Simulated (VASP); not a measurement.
A run of VASP 6.6.1 is set up as follows.

File INCAR:

```
ALGO     = Normal         # electronic algorithm
EDIFF    = 1E-6           # SCF threshold, eV
ENCUT    = 520            # plane-wave cutoff, eV
GGA      = PE             # functional
ISIF     = 2              # what is computed and relaxed
ISMEAR   = 0              # smearing method
ISPIN    = 2              # spin polarisation
LASPH    = T              # aspherical terms in the spheres
LCHARG   = F              # write CHGCAR
LDAU     = T              # DFT+U
LDAUJ    = 0 0          
LDAUL    = 2 -1           # shell
LDAUPRINT= 1            
LDAUTYPE = 2            
LDAUU    = 6.2 0          # U, eV
LMAXMIX  = 4              # l up to which the mixer works
LORBIT   = 11             # projections on sites
LREAL    = F              # projectors in reciprocal space
LWAVE    = F              # write WAVECAR
MAGMOM   = 1 0            # initial moments
NBANDS   = 21             # bands
NELM     = 150            # most SCF steps
PREC     = Accurate       # precision mode
SIGMA    = 0.02           # smearing width, eV
```

The input KPOINTS:

```
k-points
0
Gamma
  10 10 10
```

Contents of POSCAR:

```
WO
1.0
    0.0000000000      2.4128820392      2.4128820392
    2.4128820392      0.0000000000      2.4128820392
    2.4128820392      2.4128820392      0.0000000000
W O
1 1
Direct
    0.0000000000      0.0000000000      0.0000000000
    0.2500000000      0.2500000000      0.2500000000
```

Potentials or basis: VASP PAW PBE potentials, release 64 (W_sv, O).

The run is started by

```sh
$ cat potpaw_PBE.64/W_sv/POTCAR potpaw_PBE.64/O/POTCAR > POTCAR
$ mpirun -np 1 vasp_std > vasp.out
```

Question: Predict the pressure.

Answer: 5.8 GPa.

Question: Estimate the site moments.

Answer: W +1.72; O +0.04 μB.

Eigenvalues of the final occupation matrices:
| site | spin | trace | eigenvalues |
| --- | --- | --- | --- |
| site 1 d | 1 | 2.41 | 0.26 0.26 0.26 0.81 0.81 |
| site 1 d | 2 | 0.71 | 0.04 0.04 0.21 0.21 0.21 |

Caveat: spin-orbit coupling is left out, which moves the levels of the heavy elements. The state reached can hang on the start; a lower one may exist.
